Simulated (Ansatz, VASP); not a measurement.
**KCl in VASP and in Ansatz**

```
K Cl
1.0
     5.49762    0.00000    0.00000
    -2.74881    4.76108    0.00000
     0.00000    0.00000    6.44530
K Cl
2 2
Direct
  0.33333 0.66667 0.93750
  0.66667 0.33333 0.43750
  0.33333 0.66667 0.43750
  0.66667 0.33333 0.93750
```

Alike in both runs: task single point; functional PBE; k mesh 6 × 6 × 4; no spin polarisation.

```csv
,VASP,Ansatz
version,VASP 6.6.1,Ansatz 0.2.0
potentials or method,"VASP PAW PBE potentials, release 64 (K_sv, Cl)","plane waves, PAW"
plane-wave cutoff (eV),520,420
occupations,"gaussian, width 0.01 eV",fixed
valence electrons in the cell,32,32
```

|  | VASP | Ansatz | Ansatz less VASP |
| --- | --- | --- | --- |
| gap on the k mesh at the Fermi level (eV) | 4.59 | 4.60 | +0.002 |
| pressure (GPa) | -0.6 | -0.6 | 0.00 |
| traceless stress, the component that is largest in VASP (GPa) | -0.08 | -0.09 | -0.004 |

Ansatz's warnings: structure snapped to symmetry.
